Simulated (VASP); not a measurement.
# Ge (Fd-3m) in VASP: settings compared, part 2 of 2

VASP 6.6.1. Earlier steps stand in the parts before.

### 4 Single point, HSE06

This run uses another cell than the first one, of 23.00 Å³/atom, 1.036 times its volume.

File POSCAR:

```
Ge
1.0
    0.0000000000      2.8436779151      2.8436779151
    2.8436779151      0.0000000000      2.8436779151
    2.8436779151      2.8436779151      0.0000000000
Ge
2
Direct
    0.7500000000      0.7500000000      0.7500000000
    0.5000000000      0.5000000000      0.5000000000
```

File INCAR.step1:

```
SYSTEM = Ge
  PREC = Accurate
  ENCUT = 520
  EDIFF = 1E-5
  ISMEAR = -1
  SIGMA = 0.05
  LREAL = .False.
  LASPH = .True.
  NELM = 100
  ALGO = Normal
  ISIF = 2
  LWAVE = .True.
  LCHARG = .False.
  GGA = PE
  NBANDS = 21
```

File INCAR.step2:

```
SYSTEM = Ge
  PREC = Accurate
  ENCUT = 520
  EDIFF = 1E-7
  ISMEAR = -1
  SIGMA = 0.05
  LREAL = .False.
  LASPH = .True.
  NELM = 100
  ALGO = Normal
  ISIF = 2
  LWAVE = .False.
  LCHARG = .False.
  GGA = PE
  LHFCALC = .True.
  HFSCREEN = 0.2079
  PRECFOCK = Normal
  ISTART = 1
  NBANDS = 21
```

File KPOINTS:

```
regular mesh
0
Gamma
  4 4 4
  0 0 0
```

Potentials or basis: VASP PAW PBE potentials, release 64 (Ge_d).

The run is started by

```
$ cat potpaw_PBE.64/Ge_d/POTCAR > POTCAR
$ cp INCAR.step1 INCAR
$ mpirun -np 1 vasp_std > vasp.out
$ cp INCAR.step2 INCAR
$ mpirun -np 1 vasp_std > vasp.out
```

OUTCAR:

```text
SYSTEM = Ge
   PREC = Accurate
   ENCUT = 520
   EDIFF = 1E-7
   ISMEAR = -1
   LREAL = .False.
   LASPH = .True.
   NELM = 100
   ISIF = 2
   GGA = PE
   LHFCALC = .True.
   HFSCREEN = 0.2079
   PRECFOCK = Normal
   ISTART = 1

 ion  position               nearest neighbor table
   1  0.750  0.750  0.750-   2 2.46   2 2.46   2 2.46   2 2.46
   2  0.500  0.500  0.500-   1 2.46   1 2.46   1 2.46   1 2.46

  LATTYP: Found a face centered cubic cell.
 ALAT       =     5.6873558302

  Lattice vectors:
[... 370 lines left out ...]

------------------------ aborting loop because EDIFF is reached ----------------------------------------

  FORCE on cell =-STRESS in cart. coord.  units (eV):
  Direction    XX          YY          ZZ          XY          YZ          ZX
  --------------------------------------------------------------------------------------
  -------------------------------------------------------------------------------------
  Total       -0.0252852     -0.0252852     -0.0252852      0.0000000      0.0000000      0.0000000
  in kB       -0.8808583     -0.8808583     -0.8808583      0.0000000      0.0000000      0.0000000
  external PRESSURE =      -0.8808583 kB  Pullay stress =       0.0000000 kB

 VOLUME and BASIS-vectors are now :
 -----------------------------------------------------------------------------
  energy-cutoff  :      520.00
  volume of cell :       45.99
      direct lattice vectors                 reciprocal lattice vectors
     0.000000000  2.843677915  2.843677915    -0.175828633  0.175828633  0.175828633
     2.843677915  0.000000000  2.843677915     0.175828633 -0.175828633  0.175828633
     2.843677915  2.843677915  0.000000000     0.175828633  0.175828633 -0.175828633

 POSITION                                       TOTAL-FORCE (eV/Angst)
 -----------------------------------------------------------------------------------
      4.26552      4.26552      4.26552         0.000000      0.000000      0.000000
      2.84368      2.84368      2.84368        -0.000000     -0.000000     -0.000000
 -----------------------------------------------------------------------------------
    total drift:                               -0.000000     -0.000000     -0.000000

  FREE ENERGIE OF THE ION-ELECTRON SYSTEM (eV)
  ---------------------------------------------------
  free  energy   TOTEN  =       -10.4584899008 eV

  energy  without entropy=      -10.4584592057  energy(sigma->0) =      -10.45847455
```

OUTCAR.step1:

```text
SYSTEM = Ge
   PREC = Accurate
   ENCUT = 520
   EDIFF = 1E-5
   ISMEAR = -1
   LREAL = .False.
[... 397 lines left out ...]
      4.26552      4.26552      4.26552        -0.000000     -0.000000     -0.000000
      2.84368      2.84368      2.84368         0.000000      0.000000      0.000000
 -----------------------------------------------------------------------------------
    total drift:                                0.000000     -0.000000      0.000000

  FREE ENERGIE OF THE ION-ELECTRON SYSTEM (eV)
  ---------------------------------------------------
  free  energy   TOTEN  =        -8.7690456047 eV

  energy  without entropy=       -8.7635596761  energy(sigma->0) =       -8.76630264
```

OSZICAR.step1:

```text
N       E                     dE             d eps       ncg     rms          rms(c)
DAV:   1     0.186499232375E+03    0.18650E+03   -0.14210E+04   393   0.361E+03
DAV:   2     0.168612014824E+02   -0.16964E+03   -0.16409E+03   336   0.605E+02
DAV:   3    -0.806847243477E+01   -0.24930E+02   -0.24788E+02   396   0.137E+02
DAV:   4    -0.885004977175E+01   -0.78158E+00   -0.78075E+00   376   0.292E+01
DAV:   5    -0.886314534493E+01   -0.13096E-01   -0.13095E-01   381   0.404E+00    0.324E+00
DAV:   6    -0.879831113026E+01    0.64834E-01   -0.23160E-02   371   0.139E+00    0.192E+00
DAV:   7    -0.876650893704E+01    0.31802E-01   -0.55228E-02   377   0.198E+00    0.155E-01
DAV:   8    -0.876872725114E+01   -0.22183E-02   -0.59270E-03   366   0.861E-01    0.495E-02
DAV:   9    -0.876903591026E+01   -0.30866E-03   -0.36844E-04   371   0.177E-01    0.149E-02
DAV:  10    -0.876904560469E+01   -0.96944E-05   -0.26905E-05   312   0.660E-02
   1 F= -.87690456E+01 E0= -.87663026E+01  d E =-.548593E-02
```

Wall time 21 min (1 thread of Intel Xeon Platinum 8375C at 2.90GHz (Ice Lake), shared host); peak memory 0.27 GiB.

What came out:

| Item | Value |
| --- | --- |
| Free energy | -10.4585 eV |
| Pressure | -0.1 GPa |
| Band gap on the k mesh | 0.80 eV, direct |

Levels at points of the mesh, in eV from the valence-band top:
```csv
k point,band 11,band 12,band 13,band 14,band 15,band 16,band 17,band 18
"(0.00, 0.00, 0.00)",-13.89,0.00,0.00,0.00,0.80,3.24,3.24,3.24
"(0.50, 0.00, 0.00)",-11.60,-8.18,-1.49,-1.49,0.82,4.47,4.47,7.95
"(0.50, 0.50, 0.00)",-9.61,-9.61,-3.28,-3.28,1.33,1.33,10.69,10.69
```

Caveat: the k points lie up to 0.48 Å⁻¹ apart; the PAW data sets were made with another functional, which shifts forces and pressure a little. A k mesh can miss the band edges.

### 5 Relaxation of cell and atoms, PBE, collinear spin, antiferromagnetic start

This run uses another cell than the first one, of 22.64 Å³/atom, 1.020 times its volume.

File INCAR:

```
PREC = Accurate
ENCUT = 600
EDIFF = 1E-6
ISMEAR = -1
SIGMA = 0.025
LREAL = False
LASPH = True
NELM = 150
ALGO = Normal
ISIF = 3
LWAVE = False
LCHARG = False
ISPIN = 2
MAGMOM = 0.5 -0.5
LORBIT = 11
GGA = PE
IBRION = 2
NSW = 80
EDIFFG = -0.01
```

File KPOINTS:

```
Automatic mesh
0
Gamma
  8 8 8
```

File POSCAR:

```
Ge
1.0
    0.0000000000      2.8289100000      2.8289100000
    2.8289100000      0.0000000000      2.8289100000
    2.8289100000      2.8289100000      0.0000000000
Ge
2
Direct
    0.7500000000      0.7500000000      0.7500000000
    0.5000000000      0.5000000000      0.5000000000
```

The run is started by

```
$ cat potpaw_PBE.64/Ge_d/POTCAR > POTCAR
$ mpirun -np 1 vasp_std > vasp.out
```

Wall time 3.7 min (1 thread of Intel Xeon Platinum 8375C at 2.90GHz (Ice Lake), shared host); peak memory 0.22 GiB.

It converged, with:

```yaml
Free_energy: -9.0262 eV
Relaxed_volume: 23.89 Å³/atom
Relaxed_cell: a = 4.073 Å, b = 4.073 Å, c = 4.073 Å, α = 60.00°, β = 60.00°, γ = 60.00°
Space_group_after_relaxing_to_0.05_Å: Fd-3m (No. 227)
Energy_gained_by_relaxing: 13.5 meV/atom
Ionic_steps: 7
Pressure_after_relaxing: 0.0 GPa
Band_gap_on_the_k_mesh: zero (filled and empty bands touch)
Net_moment: 0.00 μB per cell
Valence_electrons_inside_the_program's_atomic_spheres: Ge 12.36
```

The path:
| step | energy change (eV) | largest force (eV/Å) | pressure (GPa) | volume (Å³) |
| --- | --- | --- | --- | --- |
| 1 | 0.0000 | 0.0000 | 3.68 | 45.28 |
| 2 | -0.0236 | 0.0000 | -0.93 | 48.78 |
| 3 | -0.0271 | 0.0000 | -0.14 | 47.80 |
| 4 | -0.0270 | 0.0000 | 0.25 | 47.71 |
| 5 | -0.0271 | 0.0000 | 0.14 | 47.72 |
| 6 | -0.0271 | 0.0000 | 0.07 | 47.74 |
| 7 | -0.0271 | 0.0000 | -0.04 | 47.79 |

Final structure:
```yaml
crystal:
  lattice:
    - [0.00000, 2.88022, 2.88022]
    - [2.88022, 0.00000, 2.88022]
    - [2.88022, 2.88022, 0.00000]
  atoms:
    - { symbol: Ge, position: [0.75000, 0.75000, 0.75000] }
    - { symbol: Ge, position: [0.50000, 0.50000, 0.50000] }
```

Levels at points of the mesh, in eV from the Fermi level:
Spin up:
```
           k point  band 10  band 11  band 12  band 13  band 14  band 15  band 16  band 17  band 18
(0.00, 0.00, 0.00)   -24.51   -12.36    -0.44     0.01     0.01     0.01     2.54     2.54     2.54
(0.50, 0.00, 0.00)   -24.49   -10.40    -7.35    -1.31    -1.31     0.04     3.73     3.73     7.11
(0.50, 0.50, 0.00)   -24.47    -8.68    -8.68    -2.88    -2.88     0.83     0.83     9.08     9.08
```
Spin down:
| k point | band 10 | band 11 | band 12 | band 13 | band 14 | band 15 | band 16 | band 17 | band 18 |
| --- | --- | --- | --- | --- | --- | --- | --- | --- | --- |
| (0.00, 0.00, 0.00) | -24.51 | -12.36 | -0.44 | 0.01 | 0.01 | 0.01 | 2.54 | 2.54 | 2.54 |
| (0.50, 0.00, 0.00) | -24.49 | -10.40 | -7.35 | -1.31 | -1.31 | 0.04 | 3.73 | 3.73 | 7.11 |
| (0.50, 0.50, 0.00) | -24.47 | -8.68 | -8.68 | -2.88 | -2.88 | 0.83 | 0.83 | 9.08 | 9.08 |

### 6 Single point, revPBE+D4

This run uses another cell than the first one, of 23.54 Å³/atom, 1.061 times its volume.

File INCAR:

```
PREC     = Accurate       # precision mode
ENCUT    = 520            # plane-wave cutoff, eV
EDIFF    = 1E-6           # SCF threshold, eV
ISMEAR   = -1             # smearing method
SIGMA    = 0.05           # smearing width, eV
LREAL    = F              # projectors in reciprocal space
LASPH    = T              # aspherical terms in the spheres
NELM     = 80             # most SCF steps
ALGO     = Normal         # electronic algorithm
ISIF     = 2              # what is computed and relaxed
LWAVE    = F              # write WAVECAR
LCHARG   = T              # write CHGCAR
GGA      = RE             # functional
IVDW     = 13             # dispersion correction
LELF     = T              # ELF
LVHAR    = T            
NBANDS   = 21             # bands
```

File KPOINTS:

```
regular mesh
0
Gamma
  8 8 8
```

File POSCAR:

```
Ge
1.0
    0.0000000000      2.8661367691      2.8661367691
    2.8661367691      0.0000000000      2.8661367691
    2.8661367691      2.8661367691      0.0000000000
Ge
2
Direct
    0.7500000000      0.7500000000      0.7500000000
    0.5000000000      0.5000000000      0.5000000000
```

Potentials or basis: VASP PAW PBE potentials, release 64 (Ge_d).

The run is started by

```
$ cat potpaw_PBE.64/Ge_d/POTCAR > POTCAR
$ mpirun -np 1 vasp_std > vasp.out
```

Run time: 15 s. Hardware: 1 thread of Intel Xeon 6975P-C (Granite Rapids), shared host; peak memory 0.17 GiB.

The run converged. Its results:

* Free energy: -9.4840 eV
* Pressure: -1.7 GPa
* Band gap on the k mesh: zero (filled and empty bands touch)
* Dispersion energy per atom: -0.518 eV

Levels at points of the mesh, in eV from the Fermi level:
| k point | band 11 | band 12 | band 13 | band 14 | band 15 | band 16 | band 17 | band 18 |
| --- | --- | --- | --- | --- | --- | --- | --- | --- |
| (0.00, 0.00, 0.00) | -12.46 | -0.24 | -0.01 | -0.01 | -0.01 | 2.53 | 2.53 | 2.53 |
| (0.50, 0.00, 0.00) | -10.47 | -7.41 | -1.36 | -1.36 | 0.12 | 3.73 | 3.73 | 7.21 |
| (0.50, 0.50, 0.00) | -8.73 | -8.73 | -2.95 | -2.95 | 0.85 | 0.85 | 9.22 | 9.22 |

Caveat: the PAW data sets were made with another functional, which shifts forces and pressure a little; pairwise dispersion overbinds metals, which lowers pressure and volume.

### 7 Overview

```tsv
task	level	spin	cell	k mesh	cutoff (eV)	smearing	grid for exact exchange (PRECFOCK)	share of exact exchange	screening parameter	gap on the mesh (eV)	pressure (GPa)
single point	B3LYP	off	a = 3.974 Å, angles 60.0°, 2 atoms	4 × 4 × 4	520	fermi-dirac 0.05 eV	Normal	-	-	1.32	6.1
single point	PBEsol-based global hybrid	off	a = 4.001 Å, angles 60.0°, 2 atoms	4 × 4 × 4	520	gaussian 0.01 eV	Normal	0.25	-	1.53	-1.3
single point	HSE06	off	a = 4.022 Å, angles 60.0°, 2 atoms	4 × 4 × 4	520	fermi-dirac 0.05 eV	Normal	-	0.2079 1/Å	0.80	-0.1
relaxation of cell and atoms	PBE	collinear, antiferromagnetic start	relaxed from a = 4.001 Å, angles 60.0°, 2 atoms	8 × 8 × 8	600	fermi-dirac 0.025 eV	-	-	-	none	0.0
single point	revPBE+D4	off	a = 4.053 Å, angles 60.0°, 2 atoms	8 × 8 × 8	520	fermi-dirac 0.05 eV	-	-	-	none	-1.7
```

Alike in all rows: potentials or basis VASP PAW PBE potentials, release 64 (Ge_d).

Caveats: some runs use coarse meshes; the PAW data sets were made with another functional, which shifts forces and pressure a little (some runs); pairwise dispersion overbinds metals, which lowers pressure and volume (some runs).

Total energies depend on the potentials used, so only differences within one code and one set of settings carry meaning.

### 8 Comparison with measurements

Step 5. The cell as given is a measured one (22.64 Å³/atom); PBE puts the equilibrium volume +5.5 % from it, thermal expansion not counted.

Step 6. Against the measured gap of Ge, 0.666 eV (indirect; 293 K; “Electronic and optical properties of SixGe1-x-ySny alloys lattice-matched to Ge”, 2021, arxiv:2109.02782), the calculated 0.00 eV is off by -0.67 eV. 3 values of this kind are on record (0.666 to 0.807 eV); this one was drawn at random among those near their median. Spin-orbit coupling on Ge is left out. The value is that of revPBE+D4 on a finite k mesh, which can miss the band edges, without temperature or zero-point motion. Semilocal functionals fall short of measured gaps as a rule.
